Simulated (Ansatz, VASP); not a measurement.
Ga2O3: VASP beside Ansatz

File POSCAR:

```
Ga2O3
1.0
    6.2499615533     -1.5499491160     -0.0026656412
    6.2499615533      1.5499491160     -0.0026656412
   -1.4113114636      0.0000000000      5.7539052403
Ga O
4 6
Direct
    0.3422659861      0.3422659861      0.6849207171
    0.6577340139      0.6577340139      0.3150792829
    0.9105689579      0.9105689579      0.2053112801
    0.0894310421      0.0894310421      0.7946887199
    0.5048914941      0.5048914941      0.7416123864
    0.4951085059      0.4951085059      0.2583876136
    0.8252541079      0.8252541079      0.4320161976
    0.1747458921      0.1747458921      0.5679838024
    0.1583510579      0.1583510579      0.1103794597
    0.8416489421      0.8416489421      0.8896205403
```

File INCAR.step1:

```
PREC = Accurate ; ENCUT = 520
ISMEAR = 0 ; SIGMA = 0.01
LREAL = False ; LASPH = True
NELM = 60 ; NBANDS = 55
GGA = PE ; ALGO = Normal
EDIFF = 1E-4 ; LWAVE = True
LCHARG = False
```

Contents of INCAR.step2:

```
PREC = Accurate ; ENCUT = 520
EDIFF = 1E-7 ; ISMEAR = 0
SIGMA = 0.01 ; LREAL = False
LASPH = True ; NELM = 60
ALGO = Normal ; ISIF = 2
LWAVE = False ; LCHARG = True
METAGGA = R2SCAN ; LMIXTAU = True
LELF = True ; LVHAR = True
NBANDS = 55 ; ISTART = 1
```

Contents of KPOINTS:

```
regular mesh
0
Gamma
  8 8 4
```

Input for Ansatz:

```yaml
crystal:
  lattice:
    - [6.2499615533, -1.549949116, -0.0026656412]
    - [6.2499615533, 1.549949116, -0.0026656412]
    - [-1.4113114636, 0.0, 5.7539052403]
  atoms:
    - { symbol: Ga, position: [0.3422659861, 0.3422659861, 0.6849207171] }
    - { symbol: Ga, position: [0.6577340139, 0.6577340139, 0.3150792829] }
    - { symbol: Ga, position: [0.9105689579, 0.9105689579, 0.2053112801] }
    - { symbol: Ga, position: [0.0894310421, 0.0894310421, 0.7946887199] }
    - { symbol: O, position: [0.5048914941, 0.5048914941, 0.7416123864] }
    - { symbol: O, position: [0.4951085059, 0.4951085059, 0.2583876136] }
    - { symbol: O, position: [0.8252541079, 0.8252541079, 0.4320161976] }
    - { symbol: O, position: [0.1747458921, 0.1747458921, 0.5679838024] }
    - { symbol: O, position: [0.1583510579, 0.1583510579, 0.1103794597] }
    - { symbol: O, position: [0.8416489421, 0.8416489421, 0.8896205403] }
kpoints:
  mp_grid: { grid: [8, 8, 4] }
  band_path:
    path:
      - [0.0, 0.0, 0.0]
      - [-0.266303588, 0.266303588, 0.0]
      - [-0.733696412, -0.266303588, 0.0]
      - [-0.5, -0.5, 0.0]
      - [-0.5, -0.5, 0.5]
      - [-0.7419050365, -0.2580949635, 0.5]
      - [-0.2580949635, 0.2580949635, 0.5]
      - [0.0, 0.0, 0.5]
      - [-0.5, 0.0, 0.5]
      - [0.447917, -0.458333, -0.5]
    npoints: 1
hamiltonian:
  xc: r2scan
scf:
  occupations: { method: fixed }
  n_extra_bands: 6
output:
  forces: true
  stress: true
  eigenvalues: true
```

Change from the starting cell: hydrostatic strain +2.0%.

Alike in both runs: task single point; functional r2SCAN; k mesh 8 × 8 × 4; no spin polarisation.

|  | VASP | Ansatz |
| --- | --- | --- |
| version | VASP 6.6.1 | Ansatz 0.2.0 |
| potentials or method | VASP PAW PBE potentials, release 64 (Ga_d, O) | plane waves, PAW |
| plane-wave cutoff (eV) | 520 | 500 |
| occupations | gaussian, width 0.01 eV | fixed |
| valence electrons in the cell | 88 | 88 |

|  | VASP | Ansatz | Ansatz less VASP |
| --- | --- | --- | --- |
| gap on the k mesh at the Fermi level (eV) | 2.54 | 2.56 | +0.017 |
| pressure (GPa) | -8.2 | -9.7 | -1.47 |
| traceless stress, the component that is largest in VASP (GPa) | 0.51 | 0.71 | +0.196 |
| rms of the force components (eV/Å) | 0.038 | 0.001 | -0.0371 |

VASP's potentials were made for PBE, not for r2SCAN. Atom by atom the forces differ by 0.038 eV/Å (rms over components).
